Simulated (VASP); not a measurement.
Crystal: Si.

```xyz
2
Lattice="0.0000 2.6411 2.6411 2.6411 0.0000 2.6411 2.6411 2.6411 0.0000" Properties=species:S:1:pos:R:3 pbc="T T T"
Si    0.0000    0.0000    0.0000
Si    1.3205    1.3205    1.3205
```

Base run:

```yaml
Program: VASP 6.6.1
Functional: PBE
Potentials_or_basis: VASP PAW PBE potentials, release 64 (Si)
Cutoff: 500 eV
k_mesh: 6 × 6 × 6
Occupations: gaussian, width 0.01 eV
Spin: no spin polarisation
```

Its results: band gap on the k mesh 0.53 eV, indirect (least direct gap 2.59 eV); pressure 11.7 GPa.

Question: The run is repeated on the same cell with these changes: k mesh from 6 × 6 × 6 to 3 × 3 × 3. What comes out?

Answer: Band gap on the k mesh 0.55 eV, indirect (least direct gap 2.55 eV); pressure 14.2 GPa.

Caveats: some runs use coarse meshes.

A k mesh can miss the band edges.
